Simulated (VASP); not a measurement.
# CuI3 (Pm-3m) in VASP: single point with PBE+U

Aim: the single point of CuI3 with PBE+U.

Everything below comes from runs of VASP 6.6.1. Logs are shortened: lines on timing, memory, paths and dates and some standing lists are left out, and cuts for length are marked.

## Step 1: The cell of the first run

The structure is cubic, space group Pm-3m (No. 221). Conventional cell: a = 5.465 Å, b = 5.465 Å, c = 5.465 Å, α = 90.00°, β = 90.00°, γ = 90.00°. Cu (site symmetry m-3m) has 6 I at 2.73 Å within 3.6 Å. I (site symmetry 4/mmm) has 2 Cu at 2.73 Å within 3.6 Å.

## Step 2: Single point, PBE+U, collinear spin

Contents of POSCAR:

```
CuI3
1.0
    5.4650365319      0.0000000000      0.0000000000
    0.0000000000      5.4650365319      0.0000000000
    0.0000000000      0.0000000000      5.4650365319
Cu I
1 3
Direct
    0.0000000000      0.0000000000      0.0000000000
    0.5000000000      0.0000000000      0.0000000000
    0.0000000000      0.0000000000      0.5000000000
    0.0000000000      0.5000000000      0.0000000000
```

Contents of INCAR.step1:

```
  PREC = Accurate
  ENCUT = 520
  EDIFF = 1E-7
  ISMEAR = 0
  SIGMA = 0.05
  LREAL = False
  LASPH = True
  NELM = 150
  ALGO = Normal
  ISIF = 2
  LWAVE = False
  LCHARG = True
  ISPIN = 2
  MAGMOM = 0.05 0 0 0
  LMAXMIX = 4
  LDAU = True
  LDAUTYPE = 2
  LDAUL = 2 -1
  LDAUU = 1 0
  LDAUJ = 0 0
  LDAUPRINT = 1
  GGA = PE
  NBANDS = 28
```

Contents of KPOINTS.step1:

```
Automatic mesh
0
Gamma
  6 6 6
```

Contents of INCAR.step2:

```
  PREC = Accurate
  ENCUT = 520
  EDIFF = 1E-7
  ISMEAR = -5
  SIGMA = 0.05
  LREAL = False
  LASPH = True
  NELM = 150
  ALGO = Normal
  ISIF = 2
  LWAVE = False
  LCHARG = False
  ISPIN = 2
  MAGMOM = 0.05 0 0 0
  LORBIT = 11
  LMAXMIX = 4
  LDAU = True
  LDAUTYPE = 2
  LDAUL = 2 -1
  LDAUU = 1 0
  LDAUJ = 0 0
  LDAUPRINT = 1
  GGA = PE
  NEDOS = 1001
  ICHARG = 11
```

Contents of KPOINTS.step2:

```
Automatic mesh
0
Gamma
  9 9 9
```

Potentials or basis: VASP PAW PBE potentials, release 64 (Cu, I).

Command:

```console
> cat potpaw_PBE.64/Cu/POTCAR potpaw_PBE.64/I/POTCAR > POTCAR
> cp INCAR.step1 INCAR
> cp KPOINTS.step1 KPOINTS
> mpirun -np 1 vasp_std > vasp.out
> cp INCAR.step2 INCAR
> cp KPOINTS.step2 KPOINTS
> mpirun -np 1 vasp_std > vasp.out
```

OUTCAR:

```text
PREC = Accurate
   ENCUT = 520
   EDIFF = 1E-7
   ISMEAR = -5
   LREAL = False
   LASPH = True
   NELM = 150
   ISIF = 2
   ISPIN = 2
   LORBIT = 11
   GGA = PE
   ICHARG = 11

 ion  position               nearest neighbor table
   1  0.000  0.000  0.000-   2 2.73   3 2.73   4 2.73   3 2.73   4 2.73   2 2.73
   2  0.500  0.000  0.000-   1 2.73   1 2.73
   3  0.000  0.000  0.500-   1 2.73   1 2.73
   4  0.000  0.500  0.000-   1 2.73   1 2.73

  LATTYP: Found a simple cubic cell.
 ALAT       =     5.4650365319

  Lattice vectors:

 A1 = (   5.4650365319,   0.0000000000,   0.0000000000)
 A2 = (   0.0000000000,   5.4650365319,   0.0000000000)
 A3 = (   0.0000000000,   0.0000000000,   5.4650365319)

Analysis of symmetry for initial positions (statically):
=====================================================================
 Subroutine PRICEL returns:
 Original cell was already a primitive cell.

 Routine SETGRP: Setting up the symmetry group for a
 simple cubic supercell.

 Subroutine GETGRP returns: Found 48 space group operations
 (whereof 48 operations were pure point group operations)
 out of a pool of 48 trial point group operations.

The static configuration has the point symmetry O_h .

Analysis of symmetry for dynamics (positions and initial velocities):
=====================================================================
 Subroutine PRICEL returns:
 Original cell was already a primitive cell.

 Routine SETGRP: Setting up the symmetry group for a
 simple cubic supercell.

 Subroutine GETGRP returns: Found 48 space group operations
 (whereof 48 operations were pure point group operations)
 out of a pool of 48 trial point group operations.

The dynamic configuration has the point symmetry O_h .

Analysis of structural, dynamic, and magnetic symmetry:
=====================================================================
 Subroutine PRICEL returns:
 Original cell was already a primitive cell.

 Routine SETGRP: Setting up the symmetry group for a
[... 179 lines left out ...]
  o =  0.8839  v =  0.0000  0.0000  0.0000  0.0000  0.0000  0.0000  0.0000 -0.0000 -0.0000 -1.0000      0.0000  0.0000  0.0000  0.0000  0.0000  0.0000  0.0000  0.0000  0.0000  0.0000
  o =  0.9514  v =  0.0000  0.0000  0.0000  0.0000  0.0000  1.0000  0.0000  0.0000  0.0000  0.0000      0.0000  0.0000  0.0000  0.0000  0.0000  0.0000  0.0000  0.0000  0.0000  0.0000
  o =  0.9514  v =  0.0000  0.0000  0.0000  0.0000  0.0000  0.0000  0.9828 -0.0000  0.1849  0.0000      0.0000  0.0000  0.0000  0.0000  0.0000  0.0000  0.0000  0.0000  0.0000  0.0000
  o =  0.9514  v =  0.0000  0.0000  0.0000  0.0000  0.0000  0.0000 -0.1849  0.0000  0.9828 -0.0000      0.0000  0.0000  0.0000  0.0000  0.0000  0.0000  0.0000  0.0000  0.0000  0.0000
  o =  0.9514  v =  1.0000  0.0000  0.0000  0.0000  0.0000  0.0000  0.0000  0.0000  0.0000  0.0000      0.0000  0.0000  0.0000  0.0000  0.0000  0.0000  0.0000  0.0000  0.0000  0.0000
  o =  0.9514  v =  0.0000  0.9324  0.0000 -0.3613 -0.0000  0.0000  0.0000  0.0000  0.0000  0.0000      0.0000  0.0000  0.0000  0.0000  0.0000  0.0000  0.0000  0.0000  0.0000  0.0000
  o =  0.9514  v =  0.0000 -0.3613 -0.0000 -0.9324  0.0000  0.0000  0.0000  0.0000  0.0000  0.0000      0.0000  0.0000  0.0000  0.0000  0.0000  0.0000  0.0000  0.0000  0.0000  0.0000

 number of electron      32.0000001 magnetization       0.0000002

 Free energy of the ion-electron system (eV)
  ---------------------------------------------------
  ext. energy  EPLUGINS =         0.00000000
  ---------------------------------------------------
  free energy    TOTEN  =        -7.44804252 eV

  energy without entropy =       -7.44804252  energy(sigma->0) =       -7.44804252

 E-fermi :   1.4823     XC(G=0):  -7.5676

 val. band max:        1.4993839918   @ k =   0.4444   0.3333   0.0000
 cond. band min:       1.4310199395   @ k =   0.4444   0.2222   0.2222
 fundamental gap:     -0.0683640523
 Fermi energy:         1.4822787628

 spin component 1

 k-point     1 :       0.0000    0.0000    0.0000
  band No.  band energies     occupation
      1     -11.1442      1.00000
      2      -9.9503      1.00000
      3      -9.9503      1.00000
      4      -2.0388      1.00000
      5      -2.0388      1.00000
      6      -2.0388      1.00000
[... 1097 lines left out ...]
     19       7.5630      0.00000
     20       7.9748      0.00000

 [... further k-points ...]

------------------------ aborting loop because EDIFF is reached ----------------------------------------

  FORCE on cell =-STRESS in cart. coord.  units (eV):
  Direction    XX          YY          ZZ          XY          YZ          ZX
  --------------------------------------------------------------------------------------
  -------------------------------------------------------------------------------------
  Total       -2.2524891     -2.2524891     -2.2524891      0.0000000      0.0000000      0.0000000
  in kB      -22.1102714    -22.1102714    -22.1102714      0.0000000      0.0000000      0.0000000
  external PRESSURE =     -22.1102714 kB  Pullay stress =       0.0000000 kB

 VOLUME and BASIS-vectors are now :
 -----------------------------------------------------------------------------
  energy-cutoff  :      520.00
  volume of cell :      163.22
      direct lattice vectors                 reciprocal lattice vectors
     5.465036532  0.000000000  0.000000000     0.182981393  0.000000000  0.000000000
     0.000000000  5.465036532  0.000000000     0.000000000  0.182981393  0.000000000
     0.000000000  0.000000000  5.465036532     0.000000000  0.000000000  0.182981393

 POSITION                                       TOTAL-FORCE (eV/Angst)
 -----------------------------------------------------------------------------------
      0.00000      0.00000      0.00000         0.000000      0.000000      0.000000
      2.73252      0.00000      0.00000         0.000000      0.000000      0.000000
      0.00000      0.00000      2.73252         0.000000      0.000000      0.000000
      0.00000      2.73252      0.00000         0.000000      0.000000      0.000000
 -----------------------------------------------------------------------------------
    total drift:                               -0.000000      0.000000     -0.000000

  FREE ENERGIE OF THE ION-ELECTRON SYSTEM (eV)
  ---------------------------------------------------
  free  energy   TOTEN  =        -7.4480425158 eV

  energy  without entropy=       -7.4480425158  energy(sigma->0) =       -7.44804252

 total charge

# of ion       s       p       d       tot
------------------------------------------
    1        0.334   0.260   9.208   9.803
    2        1.527   2.685   0.020   4.232
    3        1.527   2.685   0.020   4.232
    4        1.527   2.685   0.020   4.232
--------------------------------------------------
tot          4.915   8.316   9.268  22.499

 magnetization (x)

# of ion       s       p       d       tot
------------------------------------------
    1        0.000   0.000   0.000   0.000
    2       -0.000  -0.000   0.000  -0.000
    3       -0.000  -0.000   0.000  -0.000
    4       -0.000  -0.000   0.000  -0.000
--------------------------------------------------
tot         -0.000  -0.000   0.000  -0.000
```

OUTCAR.step1:

```text
PREC = Accurate
   ENCUT = 520
   EDIFF = 1E-7
   ISMEAR = 0
   LREAL = False
[... 1521 lines left out ...]
      0.00000      0.00000      0.00000         0.000000      0.000000      0.000000
      2.73252      0.00000      0.00000         0.000000      0.000000      0.000000
      0.00000      0.00000      2.73252         0.000000      0.000000      0.000000
      0.00000      2.73252      0.00000         0.000000      0.000000      0.000000
 -----------------------------------------------------------------------------------
    total drift:                               -0.000000     -0.000000     -0.000000

  FREE ENERGIE OF THE ION-ELECTRON SYSTEM (eV)
  ---------------------------------------------------
  free  energy   TOTEN  =        -7.4711725251 eV

  energy  without entropy=       -7.4673782400  energy(sigma->0) =       -7.46927538
```

OSZICAR.step1:

```text
N       E                     dE             d eps       ncg     rms          rms(c)
DAV:   1     0.228420038304E+03    0.22842E+03   -0.11614E+04  2240   0.984E+02
DAV:   2     0.174321237301E+02   -0.21099E+03   -0.19148E+03  2384   0.220E+02
[... 11 lines left out ...]
DAV:  14    -0.747125992837E+01   -0.55635E-04   -0.14562E-04  2632   0.614E-02    0.471E-01
DAV:  15    -0.747123255220E+01    0.27376E-04   -0.42640E-05  3200   0.225E-01    0.379E-01
DAV:  16    -0.747119145914E+01    0.41093E-04   -0.65348E-05  2716   0.373E-02    0.188E-01
DAV:  17    -0.747117867513E+01    0.12784E-04   -0.19085E-05  3352   0.346E-02    0.782E-02
DAV:  18    -0.747117386763E+01    0.48075E-05   -0.55455E-06  3328   0.454E-02    0.295E-02
DAV:  19    -0.747117249839E+01    0.13692E-05   -0.36079E-06  3240   0.370E-02    0.491E-03
DAV:  20    -0.747117252513E+01   -0.26744E-07   -0.42218E-07  3192   0.981E-03
   1 F= -.74711725E+01 E0= -.74692754E+01  d E =-.379429E-02  mag=     0.0000
```

Run time: 3.2 min. Hardware: 1 thread of Intel Xeon 6975P-C (Granite Rapids), shared host; peak memory 0.4 GiB.

What came out:

```
Net moment                                            : 0.00 μB per cell
Valence electrons inside the program's atomic spheres : Cu 9.80; I 4.23
```

Eigenvalues of the final occupation matrices:
| site | spin | trace | eigenvalues |
| --- | --- | --- | --- |
| site 1 d | 1 | 4.62 | 0.88 0.88 0.95 0.95 0.95 |
| site 1 d | 2 | 4.62 | 0.88 0.88 0.95 0.95 0.95 |

Caveat: spin-orbit coupling is left out, which moves the levels of the heavy elements.
